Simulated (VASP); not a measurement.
NaH:

```
Na H
1.0
     0.00000    2.39751    2.28291
     2.39751    0.00000    2.28291
     2.39751    2.39751    0.00000
Na H
1 1
Direct
  0.00000 0.00000 0.00000
  0.50000 0.50000 0.50000
```

This cell differs from its parent crystal: uniaxial z strain -4.8%.

Base run:

```yaml
Program: VASP 6.6.1
Functional: HSE06
Potentials_or_basis: VASP PAW PBE potentials, release 64 (Na_pv, H)
Cutoff: 520 eV
k_mesh: 6 × 6 × 6
Occupations: gaussian, width 0.01 eV
Spin: no spin polarisation
```

Its results: band gap on the k mesh 4.91 eV, indirect (least direct gap 5.92 eV); pressure 1.6 GPa.

Task: The run is repeated on the same cell with these changes: functional from HSE06 to PBE. What comes out?

Result: Band gap on the k mesh 3.86 eV, indirect (least direct gap 4.78 eV); pressure 2.0 GPa.

HSE06 gives the wider gap, since exact exchange removes part of the self-interaction.

Caveats: the PAW data sets were made with another functional, which shifts forces and pressure a little (some runs).

A k mesh can miss the band edges.
